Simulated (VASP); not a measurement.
# BN (P6_3/mmc) in VASP: single point with HSE06

Aim: the single point of BN with HSE06.

All numbers are computed with VASP 6.6.1; they aren't measurements. Logs are shortened: lines on timing, memory, paths and dates and some standing lists are left out, and cuts for length are marked.

## 1. The cell of the first run

The structure is hexagonal, space group P6_3/mmc (No. 194). The conventional cell has a = 2.488 Å, b = 2.488 Å, c = 6.495 Å, α = 90.00°, β = 90.00°, γ = 120.00°. B (site symmetry -6m2) has 3 N at 1.44 Å within 1.9 Å. N (site symmetry -6m2) has 3 B at 1.44 Å within 1.9 Å.

## 2. Single point, HSE06

The input, POSCAR:

```
BN
1.0
    2.4883437615      0.0000000000      0.0000000000
   -1.2441718807      2.1549689108      0.0000000000
    0.0000000000      0.0000000000      6.4954828762
B N
2 2
Direct
    0.3333333334      0.6666666664      0.2500000000
    0.6666666668      0.3333333330      0.7499999999
    0.3333333334      0.6666666664      0.7499999999
    0.6666666668      0.3333333330      0.2500000000
```

The input, INCAR.step1:

```
PREC = Accurate
ENCUT = 520
EDIFF = 1E-5
ISMEAR = -1
SIGMA = 0.01
LREAL = F
LASPH = T
NELM = 100
ALGO = Normal
ISIF = 2
LWAVE = T
NBANDS = 16
GGA = PE
```

The input, INCAR.step2:

```
PREC = Accurate
ENCUT = 520
EDIFF = 1E-7
ISMEAR = -1
SIGMA = 0.01
LREAL = F
LASPH = T
NELM = 100
ALGO = Normal
ISIF = 2
LWAVE = F
LCHARG = T
GGA = PE
LHFCALC = T
HFSCREEN = 0.2079
PRECFOCK = Normal
LELF = T
LVHAR = T
NBANDS = 16
ISTART = 1
```

The input, KPOINTS:

```
regular mesh
0
Gamma
  8 8 4
```

Potentials or basis: VASP PAW PBE potentials, release 64 (B, N).

Command:

```console
> cat potpaw_PBE.64/B/POTCAR potpaw_PBE.64/N/POTCAR > POTCAR
> cp INCAR.step1 INCAR
> mpirun -np 1 vasp_std > vasp.out
> cp INCAR.step2 INCAR
> mpirun -np 1 vasp_std > vasp.out
```

OUTCAR:

```text
PREC = Accurate
   ENCUT = 520
   EDIFF = 1E-7
   ISMEAR = -1
   LREAL = F
   LASPH = T
   NELM = 100
   ISIF = 2
   GGA = PE
   LHFCALC = T
   HFSCREEN = 0.2079
   PRECFOCK = Normal
   ISTART = 1

 ion  position               nearest neighbor table
   1  0.333  0.667  0.250-   4 1.44   4 1.44   4 1.44
   2  0.667  0.333  0.750-   3 1.44   3 1.44   3 1.44
   3  0.333  0.667  0.750-   2 1.44   2 1.44   2 1.44
   4  0.667  0.333  0.250-   1 1.44   1 1.44   1 1.44

  LATTYP: Found a hexagonal cell.
 ALAT       =     2.4883437615
 C/A-ratio  =     2.6103639604

  Lattice vectors:

 A1 = (   2.4883437615,   0.0000000000,   0.0000000000)
 A2 = (  -1.2441718807,   2.1549689108,   0.0000000000)
 A3 = (   0.0000000000,   0.0000000000,   6.4954828762)

Analysis of symmetry for initial positions (statically):
=====================================================================
 Subroutine PRICEL returns:
 Original cell was already a primitive cell.

 Routine SETGRP: Setting up the symmetry group for a
 hexagonal supercell.

 Subroutine GETGRP returns: Found 24 space group operations
 (whereof 12 operations were pure point group operations)
 out of a pool of 24 trial point group operations.

The static configuration has the point symmetry D_3d.
 The point group associated with its full space group is D_6h.

Analysis of symmetry for dynamics (positions and initial velocities):
=====================================================================
 Subroutine PRICEL returns:
 Original cell was already a primitive cell.

 Routine SETGRP: Setting up the symmetry group for a
 hexagonal supercell.

 Subroutine GETGRP returns: Found 24 space group operations
 (whereof 12 operations were pure point group operations)
 out of a pool of 24 trial point group operations.

The dynamic configuration has the point symmetry D_3d.
 The point group associated with its full space group is D_6h.

 Subroutine INISYM returns: Found 24 space group operations
 (whereof 12 operations are pure point group operations),
 and found     1 'primitive' translations

----------------------------------------------------------------------------------------

                                     Primitive cell

  volume of cell :      34.8308

  direct lattice vectors                    reciprocal lattice vectors
[... 94 lines left out ...]
   NSW    =      0    number of steps for IOM
   IBRION =     -1    ionic relax: 0-MD 1-quasi-New 2-CG
   NFREE  =      0    steps in history (QN), initial steepest desc. (CG)
   ISIF   =      2    stress and relaxation
   ISYM   =      3    0-nonsym 1-usesym 2-fastsym
   POTIM  = 0.5000    time-step for ionic-motion
   TEBEG  =    0.0;   TEEND  =   0.0 temperature during run
   PSTRESS=    0.0 pullay stress
   NELECT =      16.0000    total number of electrons
   NUPDOWN=      -1.0000    fix difference up-down
   EMIN   =  10.00;   EMAX   =-10.00  energy-range for DOS
   EFERMI =   0.00;   METHOD = LEGACY
   ISMEAR =    -1;   SIGMA  =   0.01  broadening in eV -4-tet -1-fermi 0-gaus
   EFERMI_NEDOS =   21; number of points for ismear=-14 and -15
   IALGO  =     38    algorithm
   IMIX   =      1    mixing-type and parameters
     AMIX     =   0.40;   BMIX     =  1.00
     AMIX_MAG =   1.60;   BMIX_MAG =  1.00
  volume/ion in A,a.u.               =       8.71        58.76
  Fermi-wavevector in a.u.,A,eV,Ry     =   1.263166  2.387038 21.709310  1.595589
  Thomas-Fermi vector in A             =   2.396537
   LORBIT       =      0    0 simple, 1 ext, 2 COOP (PROOUT), +10 PAW based schemes
   GGA     = PE    functional components
   LHFCALC =     T    Hartree Fock is set to
   PRECFOCK=normal    Normal, Fast or Accurate (Low or Medium for compatibility)
   ENCUT4O =  -1.0   cutoff for four orbital integrals eV
   NKREDX  =     1    reduce k-point grid by
   NKREDY  =     1    reduce k-point grid by
   NKREDZ  =     1    reduce k-point grid by
   AEXX    =    0.2500 exact exchange contribution
   HFSCREEN=    0.2079 screening length (either q_TF or 0.3 A-1)
   HFSCREENC=   0.2079 screening length for correlation (either q_TF or 0.3 A-1)
   ENCUTFOCK=  -1.0 apply spherical cutoff to Coloumb kernel
   IVDW    =     0    specifies the selected vdW correction
   LEPSILON=     F    determine dielectric tensor
   LRPA    =     F    only Hartree local field effects (RPA)
 non-spin polarized calculation
  energy-cutoff  :      520.00
  volume of cell :       34.83
 maximum number of plane-waves:       961
 NGX is ok and might be reduce to    20
  NGX = 14; NGY = 14; NGZ = 40

 number of electron      16.0000000 magnetization

 Free energy of the ion-electron system (eV)
  ---------------------------------------------------
  ext. energy  EPLUGINS =         0.00000000
  ---------------------------------------------------
  free energy    TOTEN  =       -40.76517305 eV

  energy without entropy =      -40.76517305  energy(sigma->0) =      -40.76517305

 E-fermi :   2.0137     XC(G=0):  -8.4668

 val. band max:        1.7436305858   @ k =   0.3750   0.2500   0.0000
 cond. band min:       7.3025529900   @ k =   0.5000  -0.0000   0.0000
 fundamental gap:      5.5589224042
 Fermi energy:         2.0136684918

 k-point     1 :       0.0000    0.0000    0.0000
  band No.  band energies     occupation
      1     -18.0280      2.00000
      2     -17.6638      2.00000
      3      -5.2746      2.00000
      4      -2.7383      2.00000
      5       0.1637      2.00000
      6       0.1637      2.00000
[... 433 lines left out ...]
      3      -6.7905      2.00000
      4      -6.7905      2.00000
      5      -2.5461      2.00000
      6      -2.5461      2.00000
[... 8 lines left out ...]
     15      21.5302      0.00000
     16      21.5302      0.00000

 [... further k-points ...]
[... 5 lines left out ...]
  --------------------------------------------------------------------------------------
  -------------------------------------------------------------------------------------
  Total        0.8506246      0.8506246      0.6620823      0.0000000      0.0000000      0.0000000
  in kB       39.1278249     39.1278249     30.4550784      0.0000000      0.0000000      0.0000000
  external PRESSURE =      36.2369094 kB  Pullay stress =       0.0000000 kB

 VOLUME and BASIS-vectors are now :
 -----------------------------------------------------------------------------
  energy-cutoff  :      520.00
  volume of cell :       34.83
      direct lattice vectors                 reciprocal lattice vectors
     2.488343761  0.000000000  0.000000000     0.401873734  0.232021909  0.000000000
    -1.244171881  2.154968911  0.000000000     0.000000000  0.464043818  0.000000000
     0.000000000  0.000000000  6.495482876     0.000000000  0.000000000  0.153953142

 POSITION                                       TOTAL-FORCE (eV/Angst)
 -----------------------------------------------------------------------------------
      0.00000      1.43665      1.62387        -0.000000      0.000000      0.000000
      1.24417      0.71832      4.87161         0.000000     -0.000000      0.000000
      0.00000      1.43665      4.87161        -0.000000     -0.000000      0.000000
      1.24417      0.71832      1.62387         0.000000      0.000000     -0.000000
 -----------------------------------------------------------------------------------
    total drift:                               -0.000001      0.000001      0.000001

  FREE ENERGIE OF THE ION-ELECTRON SYSTEM (eV)
  ---------------------------------------------------
  free  energy   TOTEN  =       -40.7651730515 eV

  energy  without entropy=      -40.7651730515  energy(sigma->0) =      -40.76517305
```

Wall time 29 min (1 thread of AMD EPYC 9R45 (Zen 5), shared host); peak memory 0.24 GiB.

What came out:

```
Free energy            : -40.7652 eV
Pressure               : 3.6 GPa
Band gap on the k mesh : 5.56 eV (least direct gap 6.03 eV)
```

Caveat: the cell stands under pressure; the PAW data sets were made with another functional, which shifts forces and pressure a little; this functional lacks dispersion, which binds the layers, so the pressure and a relaxed spacing across them are unreliable. A k mesh can miss the band edges.
